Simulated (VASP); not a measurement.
A run of VASP 6.6.1 is set up as follows.

Contents of INCAR:

```
SYSTEM = Sb3Se
PREC = Accurate ; ENCUT = 600
EDIFF = 1E-6 ; ISMEAR = 0
SIGMA = 0.1 ; LREAL = .FALSE.
LASPH = .TRUE. ; NELM = 80
ALGO = Normal ; ISIF = 3
LWAVE = .FALSE. ; LCHARG = .FALSE.
GGA = PE ; IBRION = 2
NSW = 100 ; EDIFFG = -0.01
```

KPOINTS

```
Automatic mesh
0
G
  6 6 6
  0 0 0
```

File POSCAR:

```
Sb3Se
1.0
    5.9624267371      0.0000000000      0.0000000000
    0.0000000000      5.9624267371      0.0000000000
    0.0000000000      0.0000000000      5.9624267371
Sb Se
6 2
Direct
    0.2500000000      0.0000000000      0.5000000000
    0.5000000000      0.7500000000      0.0000000000
    0.7500000000      0.0000000000      0.5000000000
    0.5000000000      0.2500000000      0.0000000000
    0.0000000000      0.5000000000      0.7500000000
    0.0000000000      0.5000000000      0.2500000000
    0.0000000000      0.0000000000      0.0000000000
    0.5000000000      0.5000000000      0.5000000000
```

Potentials or basis: VASP PAW PBE potentials, release 64 (Sb, Se).

Launch:

```sh
$ cat potpaw_PBE.64/Sb/POTCAR potpaw_PBE.64/Se/POTCAR > POTCAR
$ mpirun -np 1 vasp_std > vasp.out
```

Problem. Estimate the relaxed volume.

Solution. 26.35 Å³/atom.

Problem. Predict the relaxed cell.

Solution. a = 5.952 Å, b = 5.952 Å, c = 5.952 Å, α = 90.00°, β = 90.00°, γ = 90.00°.

Final structure:
```cif
data_structure
_symmetry_space_group_name_H-M 'P 1'
_symmetry_Int_Tables_number 1
_cell_length_a 5.9517
_cell_length_b 5.9517
_cell_length_c 5.9517
_cell_angle_alpha 90.000
_cell_angle_beta 90.000
_cell_angle_gamma 90.000
_cell_volume 210.82
loop_
_atom_site_label
_atom_site_type_symbol
_atom_site_fract_x
_atom_site_fract_y
_atom_site_fract_z
_atom_site_occupancy
Sb1 Sb 0.25000 0.00000 0.50000 1
Sb2 Sb 0.50000 0.75000 0.00000 1
Sb3 Sb 0.75000 0.00000 0.50000 1
Sb4 Sb 0.50000 0.25000 0.00000 1
Sb5 Sb 0.00000 0.50000 0.75000 1
Sb6 Sb 0.00000 0.50000 0.25000 1
Se1 Se 0.00000 0.00000 0.00000 1
Se2 Se 0.50000 0.50000 0.50000 1
```
